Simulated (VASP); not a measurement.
Wanted: the native input for a VASP 6.6.1 run.

| Item | Value |
| --- | --- |
| Task | single point |
| Functional | PBE |
| Potentials or basis | VASP PAW PBE potentials, release 64 (C) |
| Cutoff | 520 eV |
| k mesh | 6 × 6 × 6 |
| Occupations | gaussian, width 0.05 eV |
| Spin | no spin polarisation |
| Dipole correction | no |
| Further INCAR settings | LREAL = Auto; ALGO = Normal; EDIFF = 1e-06; NBANDS = 43 |

The structure of C (a cell with a defect) lies in POSCAR:

```
C
1.0
    3.5715485858      0.0000000000     -3.5715485858
    0.0000000000      3.5715485858     -3.5715485858
    3.5715485858      3.5715485858      0.0000000000
C
15
Direct
    0.2500000000      0.2500000000      0.2500000000
    0.2500000000      0.7500000000      0.7500000000
    0.2500000000      0.7500000000      0.2500000000
    0.7500000000      0.2500000000      0.7500000000
    0.7500000000      0.2500000000      0.2500000000
    0.7500000000      0.7500000000      0.7500000000
    0.7500000000      0.7500000000      0.2500000000
    0.1250000000      0.1250000000      0.1250000000
    0.1250000000      0.1250000000      0.6250000000
    0.1250000000      0.6250000000      0.1250000000
    0.1162430119      0.5312500000      0.6762534940
    0.6250000000      0.1250000000      0.1250000000
    0.6250000000      0.1250000000      0.6250000000
    0.6250000000      0.6250000000      0.1250000000
    0.6250000000      0.6250000000      0.6250000000
```

This cell differs from its parent crystal: atom 11 moved 0.250 of the way to it and +0.175 Å across, host rigid.

One way to write it, as run:

INCAR

```
PREC     = Accurate       # precision mode
ENCUT    = 520            # plane-wave cutoff, eV
EDIFF    = 1E-6           # SCF threshold, eV
ISMEAR   = 0              # smearing method
SIGMA    = 0.05           # smearing width, eV
LREAL    = Auto         
LASPH    = T              # aspherical terms in the spheres
NELM     = 60             # most SCF steps
ALGO     = Normal         # electronic algorithm
ISIF     = 2              # what is computed and relaxed
LWAVE    = F              # write WAVECAR
LCHARG   = F              # write CHGCAR
GGA      = PE             # functional
NBANDS   = 43             # bands
```

KPOINTS

```
regular mesh
0
Gamma
  6 6 6
```

Potentials or basis: VASP PAW PBE potentials, release 64 (C).

Command:

```sh
$ cat potpaw_PBE.64/C/POTCAR > POTCAR
$ mpirun -np 1 vasp_std > vasp.out
```

Results of the run:

The pressure is -8.3 GPa, the largest force is 6.203 eV/Å and the band gap on the k mesh is zero (band 30 reaches 11.13 eV, above the bottom of band 31 at 9.04 eV).

Caveat: the cell differs from its parent crystal (atom 11 moved 0.250 of the way to it and +0.175 Å across, host rigid).

Wall time 5.9 min on 1 thread of Intel(R) Xeon(R) Platinum 8488C (Sapphire Rapids), on a shared host, peak memory 0.32 GiB.
